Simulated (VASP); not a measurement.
# HfO2 in VASP: notebook, part 2 of 2

VASP 6.6.1.

### 4 Single point, LDA (atoms displaced along several vibrational modes)

Contents of INCAR:

```
SYSTEM = HfO2
PREC = Accurate
ENCUT = 520
EDIFF = 1E-6
ISMEAR = 0
SIGMA = 0.05
LREAL = .FALSE.
LASPH = .TRUE.
NELM = 80
ALGO = Normal
ISIF = 2
LWAVE = .FALSE.
LCHARG = .FALSE.
NBANDS = 18
```

Contents of KPOINTS:

```
Automatic mesh
0
G
  8 8 8
  0 0 0
```

Contents of POSCAR:

```
HfO2
1.0
    0.0000000000      2.5008001766      2.5008001766
    2.5008001766      0.0000000000      2.5008001766
    2.5008001766      2.5008001766      0.0000000000
Hf O
1 2
Direct
   -0.0031721089      0.0031721089      0.0031721089
    0.2676943366      0.2323056634      0.2323056634
    0.7676943366      0.7323056634      0.7323056634
```

Potentials or basis: VASP PAW LDA potentials, release 64 (Hf_pv, O).

Started as:

```bash
> cat potpaw_LDA.64/Hf_pv/POTCAR potpaw_LDA.64/O/POTCAR > POTCAR
> mpirun -np 1 vasp_std > vasp.out
```

OUTCAR:

```text
SYSTEM = HfO2
   PREC = Accurate
   ENCUT = 520
   EDIFF = 1E-6
   ISMEAR = 0
   LREAL = .FALSE.
   LASPH = .TRUE.
   NELM = 80
   ISIF = 2

 ion  position               nearest neighbor table
   1  0.997  0.003  0.003-   3 2.11   3 2.11   2 2.11   2 2.11   3 2.23   2 2.23   2 2.23   3 2.23

   2  0.268  0.232  0.232-   1 2.11   1 2.11   1 2.23   1 2.23
   3  0.768  0.732  0.732-   1 2.11   1 2.11   1 2.23   1 2.23

  LATTYP: Found a face centered cubic cell.
 ALAT       =     5.0016003532

  Lattice vectors:

 A1 = (   0.0000000000,   2.5008001766,   2.5008001766)
 A2 = (   2.5008001766,   0.0000000000,   2.5008001766)
 A3 = (   2.5008001766,   2.5008001766,   0.0000000000)

Analysis of symmetry for initial positions (statically):
=====================================================================
 Subroutine PRICEL returns:
 Original cell was already a primitive cell.

 Routine SETGRP: Setting up the symmetry group for a
 face centered cubic supercell.

 Subroutine GETGRP returns: Found  8 space group operations
 (whereof  8 operations were pure point group operations)
 out of a pool of 48 trial point group operations.

The static configuration has the point symmetry C_4v.

Analysis of symmetry for dynamics (positions and initial velocities):
=====================================================================
 Subroutine PRICEL returns:
 Original cell was already a primitive cell.

 Routine SETGRP: Setting up the symmetry group for a
 face centered cubic supercell.

 Subroutine GETGRP returns: Found  8 space group operations
 (whereof  8 operations were pure point group operations)
 out of a pool of 48 trial point group operations.

The dynamic configuration has the point symmetry C_4v.

 Subroutine INISYM returns: Found  8 space group operations
 (whereof  8 operations are pure point group operations),
 and found     1 'primitive' translations

----------------------------------------------------------------------------------------
[... 116 lines left out ...]
  volume/ion in A,a.u.               =      10.43        70.36
  Fermi-wavevector in a.u.,A,eV,Ry     =   1.455884  2.751222 28.838879  2.119598
  Thomas-Fermi vector in A             =   2.572867
   LORBIT       =      0    0 simple, 1 ext, 2 COOP (PROOUT), +10 PAW based schemes
   GGA     = CA    functional components
   LHFCALC =     F    Hartree Fock is set to
   AEXX    =    0.0000 exact exchange contribution
   IVDW    =     0    specifies the selected vdW correction
   LEPSILON=     F    determine dielectric tensor
   LRPA    =     F    only Hartree local field effects (RPA)
 non-spin polarized calculation
 Gauss-broadening in eV      SIGMA  =   0.05
  energy-cutoff  :      520.00
  volume of cell :       31.28
 maximum number of plane-waves:       869
 NGX is ok and might be reduce to    28
   NGX = 13   NGY = 13   NGZ = 13

 number of electron      22.0000000 magnetization

 Free energy of the ion-electron system (eV)
  ---------------------------------------------------
  ext. energy  EPLUGINS =         0.00000000
  ---------------------------------------------------
  free energy    TOTEN  =       -33.03287494 eV

  energy without entropy =      -33.03287494  energy(sigma->0) =      -33.03287494

 E-fermi :   4.7806     XC(G=0): -12.5230

 val. band max:        4.4471924128   @ k =   0.5000   0.5000   0.0000
 cond. band min:       8.1489190148   @ k =   0.5000   0.5000   0.0000
 fundamental gap:      3.7017266020
 Fermi energy:         4.7805853582

 k-point     1 :       0.0000    0.0000    0.0000
  band No.  band energies     occupation
      1     -24.8847      2.00000
      2     -24.8797      2.00000
      3     -24.8797      2.00000
      4     -14.3207      2.00000
      5     -10.9989      2.00000
      6      -1.2367      2.00000
[... 481 lines left out ...]
      5     -11.9798      2.00000
      6      -1.1603      2.00000
[... 10 lines left out ...]
     17      15.6911      0.00000
     18      17.2666      0.00000

 [... further k-points ...]

------------------------ aborting loop because EDIFF is reached ----------------------------------------

  FORCE on cell =-STRESS in cart. coord.  units (eV):
  Direction    XX          YY          ZZ          XY          YZ          ZX
  --------------------------------------------------------------------------------------
  -------------------------------------------------------------------------------------
  Total       -0.3959023     -0.3664793     -0.3664793      0.0000000      0.0000000      0.0000000
  in kB      -20.2783028    -18.7712421    -18.7712421      0.0000000      0.0000000      0.0000000
  external PRESSURE =     -19.2735957 kB  Pullay stress =       0.0000000 kB

 VOLUME and BASIS-vectors are now :
 -----------------------------------------------------------------------------
  energy-cutoff  :      520.00
  volume of cell :       31.28
      direct lattice vectors                 reciprocal lattice vectors
     0.000000000  2.500800177  2.500800177    -0.199936006  0.199936006  0.199936006
     2.500800177  0.000000000  2.500800177     0.199936006 -0.199936006  0.199936006
     2.500800177  2.500800177  0.000000000     0.199936006  0.199936006 -0.199936006

 POSITION                                       TOTAL-FORCE (eV/Angst)
 -----------------------------------------------------------------------------------
      0.01587      2.50080      2.50080        -0.694435      0.000000      0.000000
      1.16190      1.25040      1.25040         0.347218     -0.000000     -0.000000
      3.66270      3.75120      3.75120         0.347218      0.000000      0.000000
 -----------------------------------------------------------------------------------
    total drift:                                0.000452      0.000000      0.000000

  FREE ENERGIE OF THE ION-ELECTRON SYSTEM (eV)
  ---------------------------------------------------
  free  energy   TOTEN  =       -33.0328749447 eV

  energy  without entropy=      -33.0328749447  energy(sigma->0) =      -33.03287494
```

Wall time 16 s (1 thread of Intel Xeon Platinum 8488C (Sapphire Rapids), shared host); peak memory 0.16 GiB.

Results:

| Property | Result |
| --- | --- |
| Free energy | -33.0329 eV |
| Pressure | -1.9 GPa |
| Largest force | 0.694 eV/Å |
| Band gap on the k mesh | 3.70 eV |

Forces in eV/Å, atoms in the order of the input:
```
Hf  -0.694  0.000  0.000
O    0.347  0.000  0.000
O    0.347  0.000  0.000
```

Caveat: the cell differs from its parent crystal (atoms displaced along several vibrational modes); spin-orbit coupling is left out, which moves the levels of the heavy elements. A k mesh can miss the band edges.

### 5 Single point, LDA (atoms displaced along several vibrational modes)

Contents of INCAR:

```
ALGO     = Normal         # electronic algorithm
EDIFF    = 1E-7           # SCF threshold, eV
ENCUT    = 520            # plane-wave cutoff, eV
GGA      = CA             # functional
ISIF     = 2              # what is computed and relaxed
ISMEAR   = 0              # smearing method
LASPH    = T              # aspherical terms in the spheres
LCHARG   = F              # write CHGCAR
LREAL    = F              # projectors in reciprocal space
LWAVE    = F              # write WAVECAR
NBANDS   = 18             # bands
NELM     = 100            # most SCF steps
PREC     = Accurate       # precision mode
SIGMA    = 0.05           # smearing width, eV
```

Contents of KPOINTS:

```
k-points
0
Gamma
  8 8 8
```

Contents of POSCAR:

```
HfO2
1.0
    0.0000000000      2.5008001766      2.5008001766
    2.5008001766      0.0000000000      2.5008001766
    2.5008001766      2.5008001766      0.0000000000
Hf O
1 2
Direct
   -0.0010573696      0.0010573696      0.0010573696
    0.2558981122      0.2441018878      0.2441018878
    0.7558981122      0.7441018878      0.7441018878
```

Started as:

```bash
> cat potpaw_LDA.64/Hf_pv/POTCAR potpaw_LDA.64/O/POTCAR > POTCAR
> mpirun -np 1 vasp_std > vasp.out
```

It took 19 s on 1 thread of Intel Xeon Platinum 8488C (Sapphire Rapids), shared host; peak memory 0.16 GiB.

The run converged. Its results:

- Free energy: -33.0639 eV
- Pressure: -3.2 GPa
- Largest force: 0.214 eV/Å
- Band gap on the k mesh: 3.70 eV

Forces in eV/Å, atoms in the order of the input:
```
Hf  -0.214  0.000  0.000
O    0.107  0.000  0.000
O    0.107  0.000  0.000
```

Levels at points of the mesh, in eV from the valence-band top:
```csv
k point,band 7,band 8,band 9,band 10,band 11,band 12,band 13,band 14,band 15,band 16
"(0.00, 0.00, 0.00)",-5.67,-5.66,-0.66,-0.64,-0.64,3.77,3.80,6.01,10.87,10.87
"(0.50, 0.00, 0.00)",-4.60,-3.13,-2.85,-1.89,-1.89,4.57,4.58,7.31,8.94,9.75
"(0.50, 0.50, 0.00)",-3.58,-3.58,-1.64,-1.62,0.00,3.70,5.54,6.97,8.41,8.46
"(0.00, 0.50, 0.50)",-3.58,-3.58,-1.63,-1.63,-0.01,3.70,5.54,6.99,8.44,8.44
```

Caveat: the cell differs from its parent crystal (atoms displaced along several vibrational modes); the cell stands under tension; spin-orbit coupling is left out, which moves the levels of the heavy elements. A k mesh can miss the band edges.

### 6 Single point, LDA (atoms displaced along several vibrational modes)

Contents of INCAR:

```
SYSTEM = HfO2
ALGO = Normal
EDIFF = 1E-6
ENCUT = 520
ISIF = 2
ISMEAR = 0
LASPH = .TRUE.
LCHARG = .FALSE.
LREAL = .FALSE.
LWAVE = .FALSE.
NBANDS = 18
NELM = 100
PREC = Accurate
SIGMA = 0.05
```

Contents of KPOINTS:

```
k-points
0
G
  8 8 8
  0 0 0
```

Contents of POSCAR:

```
HfO2
1.0
    0.0000000000      2.5008001766      2.5008001766
    2.5008001766      0.0000000000      2.5008001766
    2.5008001766      2.5008001766      0.0000000000
Hf O
1 2
Direct
    0.0000000000      0.0000000000      0.0042294786
    0.2500000000      0.2500000000      0.2264075513
    0.7500000000      0.7500000000      0.7264075513
```

Potentials or basis: VASP PAW LDA potentials, release 64 (Hf_pv, O).

Started as:

```bash
> cat potpaw_LDA.64/Hf_pv/POTCAR potpaw_LDA.64/O/POTCAR > POTCAR
> mpirun -np 1 vasp_std > vasp.out
```

Wall time 26 s (1 thread of Intel Xeon Platinum 8488C (Sapphire Rapids), shared host); peak memory 0.18 GiB.

It converged, with:

* Free energy: -33.0367 eV
* Pressure: -2.1 GPa
* Largest force: 0.658 eV/Å
* Band gap on the k mesh: 3.70 eV

Forces on the atoms (eV/Å):
```
Hf  -0.465 -0.465  0.000
O    0.233  0.233  0.130
O    0.233  0.233 -0.130
```

Stress tensor (GPa, compression positive):
```
-2.10  1.07  0.00
 1.07 -2.10  0.00
 0.00  0.00 -2.02
```

Levels at points of the mesh, in eV from the valence-band top:
| k point | band 7 | band 8 | band 9 | band 10 | band 11 | band 12 | band 13 | band 14 | band 15 | band 16 |
| --- | --- | --- | --- | --- | --- | --- | --- | --- | --- | --- |
| (0.00, 0.00, 0.00) | -5.68 | -5.65 | -0.79 | -0.71 | -0.68 | 3.81 | 3.93 | 5.96 | 10.72 | 10.78 |
| (0.50, 0.00, 0.00) | -4.61 | -3.16 | -2.86 | -1.96 | -1.96 | 4.58 | 4.61 | 7.29 | 8.90 | 9.70 |
| (0.00, 0.00, 0.50) | -4.63 | -3.19 | -2.85 | -1.94 | -1.93 | 4.57 | 4.59 | 7.06 | 9.19 | 9.71 |
| (0.50, 0.50, 0.00) | -3.63 | -3.61 | -1.76 | -1.62 | 0.00 | 3.70 | 5.51 | 6.93 | 8.27 | 8.47 |
| (0.00, 0.50, 0.50) | -3.62 | -3.62 | -1.72 | -1.62 | -0.04 | 3.71 | 5.51 | 7.01 | 8.32 | 8.49 |

Caveat: the cell differs from its parent crystal (atoms displaced along several vibrational modes); spin-orbit coupling is left out, which moves the levels of the heavy elements.

### 7 Single point, LDA (atoms displaced along several vibrational modes)

Contents of INCAR:

```
ALGO     = Normal         # electronic algorithm
EDIFF    = 1E-6           # SCF threshold, eV
ENCUT    = 520            # plane-wave cutoff, eV
ISIF     = 2              # what is computed and relaxed
ISMEAR   = 0              # smearing method
LASPH    = True           # aspherical terms in the spheres
LCHARG   = False          # write CHGCAR
LREAL    = False          # projectors in reciprocal space
LWAVE    = False          # write WAVECAR
NBANDS   = 18             # bands
NELM     = 100            # most SCF steps
PREC     = Accurate       # precision mode
SIGMA    = 0.05           # smearing width, eV
```

Contents of KPOINTS:

```
k-points
0
Gamma
  8 8 8
```

Contents of POSCAR:

```
HfO2
1.0
    0.0000000000      2.5008001766      2.5008001766
    2.5008001766      0.0000000000      2.5008001766
    2.5008001766      2.5008001766      0.0000000000
Hf O
1 2
Direct
    0.0000000000      0.0000000000      0.0021147393
    0.2500000000      0.2500000000      0.2382037756
    0.7500000000      0.7500000000      0.7382037756
```

Started as:

```bash
> cat potpaw_LDA.64/Hf_pv/POTCAR potpaw_LDA.64/O/POTCAR > POTCAR
> mpirun -np 1 vasp_std > vasp.out
```

It took 26 s on 1 thread of Intel Xeon Platinum 8488C (Sapphire Rapids), shared host; peak memory 0.18 GiB.

The run converged. Its results:

```
Free energy            : -33.0602 eV
Pressure               : -3.0 GPa
Largest force          : 0.307 eV/Å
Band gap on the k mesh : 3.70 eV
```

Forces in eV/Å, atoms in the order of the input:
```
Hf  -0.217 -0.217  0.000
O    0.109  0.109  0.032
O    0.109  0.109 -0.032
```

Stress tensor (GPa, compression positive):
```
-3.01  0.27  0.00
 0.27 -3.01  0.00
 0.00  0.00 -2.99
```

Levels at points of the mesh, in eV from the valence-band top:
| k point | band 7 | band 8 | band 9 | band 10 | band 11 | band 12 | band 13 | band 14 | band 15 | band 16 |
| --- | --- | --- | --- | --- | --- | --- | --- | --- | --- | --- |
| (0.00, 0.00, 0.00) | -5.67 | -5.66 | -0.67 | -0.65 | -0.65 | 3.78 | 3.81 | 6.00 | 10.84 | 10.86 |
| (0.50, 0.00, 0.00) | -4.60 | -3.14 | -2.85 | -1.91 | -1.91 | 4.57 | 4.58 | 7.32 | 8.92 | 9.74 |
| (0.00, 0.00, 0.50) | -4.60 | -3.14 | -2.85 | -1.90 | -1.90 | 4.57 | 4.58 | 7.25 | 9.00 | 9.74 |
| (0.50, 0.50, 0.00) | -3.59 | -3.58 | -1.66 | -1.62 | 0.00 | 3.70 | 5.53 | 6.96 | 8.40 | 8.45 |
| (0.00, 0.50, 0.50) | -3.59 | -3.58 | -1.65 | -1.62 | -0.01 | 3.70 | 5.53 | 6.98 | 8.41 | 8.46 |

Caveat: the cell differs from its parent crystal (atoms displaced along several vibrational modes); the cell stands under tension; spin-orbit coupling is left out, which moves the levels of the heavy elements. A k mesh can miss the band edges.

### 8 Summary

| cell | gap on the mesh (eV) | pressure (GPa) | largest force (eV/Å) |
| --- | --- | --- | --- |
| as given, atomic positions A | 3.70 | -3.3 | - |
| as given, atomic positions B | 3.70 | -2.7 | 0.44 |
| as given, atomic positions C | 3.70 | -1.9 | 0.69 |
| as given, atomic positions D | 3.70 | -3.2 | 0.21 |
| as given, atomic positions E | 3.70 | -2.1 | 0.66 |
| as given, atomic positions F | 3.70 | -3.0 | 0.31 |

Alike in all rows: task single point; level LDA; potentials or basis VASP PAW LDA potentials, release 64 (Hf_pv, O); no spin polarisation; k mesh 8 × 8 × 8; cutoff (eV) 520; smearing gaussian 0.05 eV.

Caveats: spin-orbit coupling is left out, which moves the levels of the heavy elements; the cell stands under tension (at least some runs).

Total energies depend on the potentials used, so only differences within one code and one set of settings carry meaning.
